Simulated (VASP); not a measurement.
## ZnS: single point with LDA

Crystal: ZnS.

```
Zn S
1.0
     0.00000    2.64837    2.64837
     2.64837    0.00000    2.64837
     2.64837    2.64837    0.00000
Zn S
1 1
Cartesian
  0.0000 0.0000 0.0000
  1.3242 1.3242 1.3242
```

```yaml
Program: VASP 6.6.1
Task: single point
Functional: LDA
Potentials_or_basis: VASP PAW LDA potentials, release 64 (Zn, S)
Cutoff: 520 eV
k_mesh: 8 × 8 × 8
Occupations: fermi-dirac, width 0.02 eV
Spin: no spin polarisation
Dipole_correction: no
Further_INCAR_settings: ALGO = Normal; EDIFF = 1e-07; NBANDS = 16
```

```yaml
Pressure: 0.3 GPa
Band_gap_on_the_k_mesh: 2.16 eV, direct
```

Levels at points of the mesh, in eV from the valence-band top:
```tsv
k point	band 6	band 7	band 8	band 9	band 10	band 11	band 12	band 13
(0.00, 0.00, 0.00)	-6.20	0.00	0.00	0.00	2.16	6.21	6.21	6.21
(0.50, 0.00, 0.00)	-5.98	-5.78	-0.97	-0.97	3.23	6.76	6.76	8.85
(0.50, 0.50, 0.00)	-5.96	-4.91	-2.47	-2.47	3.06	3.89	11.16	12.20
```

It took 8.3 s on 1 thread of Intel(R) Xeon(R) 6975P-C (Granite Rapids), on a shared host, peak memory 0.14 GiB.

A hybrid or GW would open this gap; LDA tends to underestimate it.
